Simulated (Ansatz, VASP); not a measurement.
## Two plane-wave programs on PbI7

```
Pb I
1.0
     0.00000    5.23293    5.23293
     5.23293    0.00000    5.23293
     5.23293    5.23293    0.00000
Pb I
1 7
Direct
  0.50000 0.50000 0.50000
  0.00000 0.00000 0.00000
  0.00000 0.50000 0.00000
  0.50000 0.00000 0.00000
  0.00000 0.50000 0.50000
  0.50000 0.00000 0.50000
  0.00000 0.00000 0.50000
  0.50000 0.50000 0.00000
```

Change from the starting cell: species swapped into the CuPt7 type (Fm-3m, No. 225).

Alike in both runs: task relaxation of cell and atoms; functional PBE; k mesh 6 × 6 × 6; occupations gaussian, width 0.1 eV; no spin polarisation.

|  | VASP | Ansatz |
| --- | --- | --- |
| version | VASP 6.6.1 | Ansatz 0.2.0 |
| potentials or method | VASP PAW PBE potentials, release 64 (Pb_d, I), cutoff 600 eV | scalar-relativistic, plane waves, PAW |
| valence electrons in the cell | 63 | 133 |

```tsv
	VASP	Ansatz	Ansatz less VASP
gap on the k mesh at the Fermi level, each at its own relaxed structure (eV)	none	none	-
relaxed volume (Å³/atom)	35.82	35.82	0.000
relaxed length of the cell vector where the two differ most in proportion (Å)	7.400	7.400	0.0000
```

A gap of «none» marks a metal or a gap that the smearing closes. VASP's potentials hold 63 valence electrons a cell and Ansatz's 133, so a difference there can come from the potentials and not from the codes.

Neither program's run includes spin-orbit coupling. Noted on VASP's run: the relaxation stopped at its first step, so nothing moved.
